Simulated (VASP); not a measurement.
# Zn4SeS3 (I-42m) in VASP: a series of runs, part 2 of 2

VASP 6.6.1. Earlier steps stand in the parts before.

**3. Single point, PBE**

This run uses another cell than the first one, of 20.91 Å³/atom.

INCAR

```
SYSTEM = Zn4SeS3
PREC     = Accurate       ! precision mode
ENCUT    = 520            ! plane-wave cutoff, eV
EDIFF    = 1E-6           ! SCF threshold, eV
ISMEAR   = 0              ! smearing method
SIGMA    = 0.1            ! smearing width, eV
LREAL    = .False.        ! projectors in reciprocal space
LASPH    = .True.         ! aspherical terms in the spheres
NELM     = 100            ! most SCF steps
ALGO     = Normal         ! electronic algorithm
ISIF     = 2              ! what is computed and relaxed
LWAVE    = .False.        ! write WAVECAR
LCHARG   = .False.        ! write CHGCAR
GGA      = PE             ! functional
NBANDS   = 46             ! bands
```

KPOINTS

```
Automatic mesh
0
Gamma
  4 4 4
  0 0 0
```

POSCAR

```
Zn4SeS3
1.0
   -2.7553827044      2.7553827044      5.5087291398
    2.7553827044     -2.7553827044      5.5087291398
    2.7553827044      2.7553827044     -5.5087291398
Zn Se S
4 1 3
Direct
    0.3707683942      0.8854659828      0.0000000000
    0.1145340172      0.1145340172      0.4853024114
    0.8854659828      0.3707683942      0.0000000000
    0.6292316058      0.6292316058      0.5146975886
    0.5000000000      0.5000000000      0.0000000000
    0.7500000000      0.2500000000      0.5000000000
    0.2500000000      0.7500000000      0.5000000000
    0.0000000000      0.0000000000      0.0000000000
```

Potentials or basis: VASP PAW PBE potentials, release 64 (Zn, Se, S).

Started as:

```
$ cat potpaw_PBE.64/Zn/POTCAR potpaw_PBE.64/Se/POTCAR potpaw_PBE.64/S/POTCAR > POTCAR
$ mpirun -np 1 vasp_std > vasp.out
```

OUTCAR:

```text
SYSTEM = Zn4SeS3
   PREC = Accurate
   ENCUT = 520
   EDIFF = 1E-6
   ISMEAR = 0
   LREAL = .False.
   LASPH = .True.
   NELM = 100
   ISIF = 2
   GGA = PE

 ion  position               nearest neighbor table
   1  0.371  0.885  0.000-   8 2.36   6 2.37   7 2.37   5 2.45
   2  0.115  0.115  0.485-   8 2.36   7 2.37   6 2.37   5 2.45
   3  0.885  0.371  0.000-   8 2.36   7 2.37   6 2.37   5 2.45
   4  0.629  0.629  0.515-   8 2.36   7 2.37   6 2.37   5 2.45
   5  0.500  0.500  0.000-   4 2.45   1 2.45   3 2.45   2 2.45
   6  0.750  0.250  0.500-   2 2.37   3 2.37   4 2.37   1 2.37
   7  0.250  0.750  0.500-   1 2.37   2 2.37   4 2.37   3 2.37
   8  0.000  0.000  0.000-   1 2.36   2 2.36   3 2.36   4 2.36

  LATTYP: Found a body centered tetragonal cell.
 ALAT       =     5.5107654088
 C/A-ratio  =     1.9992609851

  Lattice vectors:

 A1 = (  -2.7553827044,   2.7553827044,   5.5087291398)
 A2 = (   2.7553827044,  -2.7553827044,   5.5087291398)
 A3 = (   2.7553827044,   2.7553827044,  -5.5087291398)

Analysis of symmetry for initial positions (statically):
=====================================================================
 Subroutine PRICEL returns:
 Original cell was already a primitive cell.

 Routine SETGRP: Setting up the symmetry group for a
 body centered tetragonal supercell.

 Subroutine GETGRP returns: Found  8 space group operations
 (whereof  8 operations were pure point group operations)
 out of a pool of 16 trial point group operations.

The static configuration has the point symmetry D_2d.

Analysis of symmetry for dynamics (positions and initial velocities):
=====================================================================
 Subroutine PRICEL returns:
 Original cell was already a primitive cell.

 Routine SETGRP: Setting up the symmetry group for a
 body centered tetragonal supercell.

 Subroutine GETGRP returns: Found  8 space group operations
 (whereof  8 operations were pure point group operations)
[... 126 lines left out ...]
   LORBIT       =      0    0 simple, 1 ext, 2 COOP (PROOUT), +10 PAW based schemes
   GGA     = PE    functional components
   LHFCALC =     F    Hartree Fock is set to
   AEXX    =    0.0000 exact exchange contribution
   IVDW    =     0    specifies the selected vdW correction
   LEPSILON=     F    determine dielectric tensor
   LRPA    =     F    only Hartree local field effects (RPA)
 non-spin polarized calculation
 Gauss-broadening in eV      SIGMA  =   0.10
  energy-cutoff  :      520.00
  volume of cell :      167.29
 maximum number of plane-waves:      4566
   NGX = 25   NGY = 25   NGZ = 25

 number of electron      71.9999993 magnetization

 Free energy of the ion-electron system (eV)
  ---------------------------------------------------
  ext. energy  EPLUGINS =         0.00000000
  ---------------------------------------------------
  free energy    TOTEN  =       -26.53945858 eV

  energy without entropy =      -26.53945858  energy(sigma->0) =      -26.53945858

 E-fermi :   2.2675     XC(G=0):  -9.4513

 val. band max:        1.7867263271   @ k =   0.0000   0.0000   0.0000
 cond. band min:       3.5673191553   @ k =   0.0000   0.0000   0.0000
 fundamental gap:      1.7805928283
 Fermi energy:         2.2675445709

 k-point     1 :       0.0000    0.0000    0.0000
  band No.  band energies     occupation
      1     -11.2435      2.00000
      2     -10.1222      2.00000
      3     -10.1098      2.00000
      4     -10.0666      2.00000
      5      -4.5426      2.00000
      6      -4.5391      2.00000
[... 626 lines left out ...]
     45      10.1196      0.00000
     46      10.1338      0.00000

------------------------ aborting loop because EDIFF is reached ----------------------------------------

  FORCE on cell =-STRESS in cart. coord.  units (eV):
  Direction    XX          YY          ZZ          XY          YZ          ZX
  --------------------------------------------------------------------------------------
  -------------------------------------------------------------------------------------
  Total        0.3527624      0.3527624      0.3404524      0.0000000      0.0000000      0.0000000
  in kB        3.3784508      3.3784508      3.2605560      0.0000000      0.0000000      0.0000000
  external PRESSURE =       3.3391526 kB  Pullay stress =       0.0000000 kB

 VOLUME and BASIS-vectors are now :
 -----------------------------------------------------------------------------
  energy-cutoff  :      520.00
  volume of cell :      167.29
      direct lattice vectors                 reciprocal lattice vectors
    -2.755382704  2.755382704  5.508729140     0.000000000  0.181462996  0.090765036
     2.755382704 -2.755382704  5.508729140     0.181462996  0.000000000  0.090765036
     2.755382704  2.755382704 -5.508729140     0.181462996  0.181462996  0.000000000

 POSITION                                       TOTAL-FORCE (eV/Angst)
 -----------------------------------------------------------------------------------
      1.41819     -1.41819      6.92025         0.039123     -0.039123      0.016135
      1.33719      1.33719     -1.41153        -0.039123     -0.039123     -0.016135
     -1.41819      1.41819      6.92025        -0.039123      0.039123      0.016135
      1.41819      1.41819      4.09720         0.039123      0.039123     -0.016135
      0.00000      0.00000      5.50873         0.000000      0.000000      0.000000
      0.00000      2.75538      2.75436         0.000000      0.000000      0.000000
      2.75538      0.00000      2.75436         0.000000     -0.000000      0.000000
      0.00000      0.00000      0.00000         0.000000     -0.000000      0.000000
 -----------------------------------------------------------------------------------
    total drift:                               -0.000014     -0.000014     -0.000024

  FREE ENERGIE OF THE ION-ELECTRON SYSTEM (eV)
  ---------------------------------------------------
  free  energy   TOTEN  =       -26.5394585770 eV

  energy  without entropy=      -26.5394585770  energy(sigma->0) =      -26.53945858
```

OSZICAR:

```text
N       E                     dE             d eps       ncg     rms          rms(c)
DAV:   1     0.566236729944E+03    0.56624E+03   -0.32592E+04  1196   0.183E+03
DAV:   2     0.477023137366E+02   -0.51853E+03   -0.50008E+03  1196   0.427E+02
DAV:   3    -0.246634640679E+02   -0.72366E+02   -0.71215E+02  1310   0.147E+02
DAV:   4    -0.280670375184E+02   -0.34036E+01   -0.33885E+01  1442   0.318E+01
DAV:   5    -0.281154061141E+02   -0.48369E-01   -0.48345E-01  1368   0.380E+00    0.123E+01
DAV:   6    -0.265185119027E+02    0.15969E+01   -0.34237E+00  1826   0.390E+01    0.950E+00
DAV:   7    -0.265598182994E+02   -0.41306E-01   -0.31724E+00  1328   0.707E+00    0.436E+00
DAV:   8    -0.265370978909E+02    0.22720E-01   -0.17822E-01  1506   0.423E+00    0.162E+00
DAV:   9    -0.265387936950E+02   -0.16958E-02   -0.36978E-02  1540   0.240E+00    0.425E-01
DAV:  10    -0.265389890340E+02   -0.19534E-03   -0.33191E-03  1382   0.499E-01    0.222E-01
DAV:  11    -0.265393816360E+02   -0.39260E-03   -0.10222E-03  1380   0.153E-01    0.670E-02
DAV:  12    -0.265394307111E+02   -0.49075E-04   -0.20498E-04  1338   0.908E-02    0.428E-02
DAV:  13    -0.265394571661E+02   -0.26455E-04   -0.58421E-05  1310   0.336E-02    0.232E-02
DAV:  14    -0.265394587438E+02   -0.15777E-05   -0.33721E-06  1220   0.225E-02    0.956E-03
DAV:  15    -0.265394585770E+02    0.16676E-06   -0.17467E-06  1004   0.104E-02
   1 F= -.26539459E+02 E0= -.26539459E+02  d E =-.225486E-12
```

stdout:

```text
POSCAR found type information on POSCAR ZnSeS
 POSCAR found :  3 types and       8 ions
 scaLAPACK will be used
 LDA part: xc-table for (Slater+PW92), standard interpolation
 POSCAR, INCAR and KPOINTS ok, starting setup
 FFT: planning ... GRIDC
 FFT: planning ... GRID_SOFT
 FFT: planning ... GRID
 WAVECAR not read
 entering main loop
```

Run time: 5.5 min. Hardware: 1 thread of AMD EPYC 7R13, shared host; peak memory 0.39 GiB.

What came out:

- Free energy: -26.5395 eV
- Pressure: 0.3 GPa
- Largest force: 0.058 eV/Å
- Band gap on the k mesh: 1.78 eV

Forces in eV/Å, atoms in the order of the input:
```
Zn   0.039 -0.039  0.016
Zn  -0.039 -0.039 -0.016
Zn  -0.039  0.039  0.016
Zn   0.039  0.039 -0.016
Se   0.000  0.000  0.000
S    0.000  0.000  0.000
S    0.000  0.000  0.000
S    0.000  0.000  0.000
```

**4. Relaxation of cell and atoms, PBE**

INCAR

```
SYSTEM = Zn4SeS3
ALGO = Normal
EDIFF = 1E-7
EDIFFG = -0.04
ENCUT = 600
GGA = PE
IBRION = 2
ISIF = 3
ISMEAR = 0
LASPH = .TRUE.
LCHARG = .FALSE.
LREAL = .FALSE.
LWAVE = .FALSE.
NELM = 100
NSW = 90
PREC = Accurate
SIGMA = 0.1
```

KPOINTS

```
k-points
0
G
  4 4 4
  0 0 0
```

POSCAR

```
Zn4SeS3
1.0
   -2.7014361800      2.7014361800      5.4028723700
    2.7014361800     -2.7014361800      5.4028723700
    2.7014361800      2.7014361800     -5.4028723700
Zn Se S
4 1 3
Direct
    0.3750000000      0.8750000000      0.0000000000
    0.1250000000      0.1250000000      0.5000000000
    0.8750000000      0.3750000000      0.0000000000
    0.6250000000      0.6250000000      0.5000000000
    0.5000000000      0.5000000000      0.0000000000
    0.7500000000      0.2500000000      0.5000000000
    0.2500000000      0.7500000000      0.5000000000
    0.0000000000      0.0000000000      0.0000000000
```

Started as:

```
$ cat potpaw_PBE.64/Zn/POTCAR potpaw_PBE.64/Se/POTCAR potpaw_PBE.64/S/POTCAR > POTCAR
$ mpirun -np 1 vasp_std > vasp.out
```

Wall time 24 min (1 thread of AMD EPYC 7R13, shared host); peak memory 0.48 GiB.

It converged, with:

```yaml
Free_energy: -26.5384 eV
Relaxed_volume: 20.97 Å³/atom
Relaxed_cell: a = 6.754 Å, b = 6.754 Å, c = 6.754 Å, α = 131.80°, β = 131.80°, γ = 70.54°
Space_group_after_relaxing_to_0.1_Å: I-42m (No. 121)
Energy_gained_by_relaxing: 32.8 meV/atom
Ionic_steps: 5
Pressure_after_relaxing: 0.2 GPa
Largest_force_after_relaxing: 0.038 eV/Å
Band_gap_on_the_k_mesh: 1.76 eV
```

Forces in eV/Å, atoms in the order of the input:
```
Zn   0.022 -0.022 -0.022
Zn  -0.022 -0.022  0.022
Zn  -0.022  0.022 -0.022
Zn   0.022  0.022  0.022
Se   0.000  0.000  0.000
S    0.000  0.000  0.000
S    0.000  0.000  0.000
S    0.000  0.000  0.000
```

Step by step:
```
step  energy change (eV)  largest force (eV/Å)  pressure (GPa)  volume (Å³)
   1              0.0000                0.7981            5.17       157.72
   2             -0.2204                0.2701           -1.59       172.69
   3             -0.2310                0.3496           -0.55       169.82
   4             -0.2530                0.1942           -0.24       168.86
   5             -0.2622                0.0377            0.16       167.73
```

Final structure:
```xyz
8
Lattice="-2.7577 2.7577 5.5142 2.7577 -2.7577 5.5142 2.7577 2.7577 -5.5142" Properties=species:S:1:pos:R:3 pbc="T T T"
Zn    1.4214   -1.4214    6.9308
Zn    1.3363    1.3363   -1.4166
Zn    1.3363    4.1791    1.4166
Zn    1.4214    1.4214    4.0975
Se    0.0000    0.0000    5.5142
S     0.0000    2.7577    2.7571
S     2.7577    0.0000    2.7571
S     0.0000    0.0000    0.0000
```

Levels at points of the mesh, in eV from the valence-band top:
```tsv
k point	band 33	band 34	band 35	band 36	band 37	band 38	band 39	band 40
(0.00, 0.00, 0.00)	-2.12	0.00	0.00	0.00	1.76	3.34	3.88	5.63
(0.50, 0.00, 0.00)	-1.54	-1.53	-1.02	-0.73	4.43	4.44	4.93	5.07
(0.50, 0.50, 0.00)	-0.98	-0.80	-0.65	-0.59	2.98	3.11	4.46	4.68
(0.50, 0.50, 0.50)	-1.38	-1.38	-0.99	-0.99	3.18	3.47	3.90	3.90
```

**5. Single point, PBE**

This run uses another cell than the first one, of 20.97 Å³/atom.

INCAR

```
SYSTEM = Zn4SeS3
PREC = Accurate
ENCUT = 520
EDIFF = 1E-6
ISMEAR = 0
SIGMA = 0.02
LREAL = .FALSE.
LASPH = .TRUE.
NELM = 60
ALGO = Normal
ISIF = 2
LWAVE = .FALSE.
LCHARG = .FALSE.
GGA = PE
NBANDS = 46
```

KPOINTS

```
regular mesh
0
G
  8 8 8
  0 0 0
```

POSCAR

```
Zn4SeS3
1.0
   -2.7579711802      2.7579711802      5.5128440420
    2.7579711802     -2.7579711802      5.5128440420
    2.7579711802      2.7579711802     -5.5128440420
Zn Se S
4 1 3
Direct
    0.3701033930      0.8863953533      0.0000000000
    0.1136046467      0.1136046467      0.4837080397
    0.8863953533      0.3701033930      0.0000000000
    0.6298966070      0.6298966070      0.5162919603
    0.5000000000      0.5000000000      0.0000000000
    0.7500000000      0.2500000000      0.5000000000
    0.2500000000      0.7500000000      0.5000000000
    0.0000000000      0.0000000000      0.0000000000
```

Started as:

```
$ cat potpaw_PBE.64/Zn/POTCAR potpaw_PBE.64/Se/POTCAR potpaw_PBE.64/S/POTCAR > POTCAR
$ mpirun -np 1 vasp_std > vasp.out
```

It took 20 min on 1 thread of AMD EPYC 7R13, shared host; peak memory 0.6 GiB.

The run converged. Its results:

```yaml
Free_energy: -26.5433 eV
Pressure: 0.2 GPa
Largest_force: 0.005 eV/Å
Band_gap_on_the_k_mesh: 1.77 eV
```

Forces on the atoms (eV/Å):
```
Zn   0.003 -0.003  0.002
Zn  -0.003 -0.003 -0.002
Zn  -0.003  0.003  0.002
Zn   0.003  0.003 -0.002
Se   0.000  0.000  0.000
S    0.000  0.000  0.000
S    0.000  0.000  0.000
S    0.000  0.000  0.000
```

Levels at points of the mesh, in eV from the valence-band top:
```csv
k point,band 33,band 34,band 35,band 36,band 37,band 38,band 39,band 40
"(0.00, 0.00, 0.00)",-2.11,0.00,0.00,0.00,1.77,3.34,3.88,5.62
"(0.50, 0.00, 0.00)",-1.54,-1.52,-1.02,-0.72,4.44,4.44,4.93,5.07
"(0.50, 0.50, 0.00)",-0.98,-0.79,-0.66,-0.59,2.99,3.11,4.46,4.68
"(0.50, 0.50, 0.50)",-1.37,-1.37,-0.99,-0.99,3.19,3.46,3.90,3.90
```

**6. The runs side by side**

```csv
task,cell,k mesh,cutoff (eV),smearing,gap on the mesh (eV),pressure (GPa),largest force (eV/Å)
single point,"a = 6.617 Å, angles 131.8, 131.8, 70.5°, 8 atoms, atomic positions A",4 × 4 × 4,520,gaussian 0.1 eV,2.07,5.2,0.80
single point,"a = 6.748 Å, angles 131.8, 131.8, 70.5°, 8 atoms, atomic positions B",4 × 4 × 4,520,gaussian 0.1 eV,1.78,0.3,0.06
relaxation of cell and atoms,"relaxed from a = 6.617 Å, angles 131.8, 131.8, 70.5°, 8 atoms, atomic positions A",4 × 4 × 4,600,gaussian 0.1 eV,1.76,0.2,0.04
single point,"a = 6.753 Å, angles 131.8, 131.8, 70.6°, 8 atoms, atomic positions C",8 × 8 × 8,520,gaussian 0.02 eV,1.77,0.2,0.01
```

Alike in all rows: level PBE; potentials or basis VASP PAW PBE potentials, release 64 (Zn, Se, S); no spin polarisation.

Caveats: the cell stands under pressure (at least some runs).

Absolute energies hang on the potentials; compare differences alone.
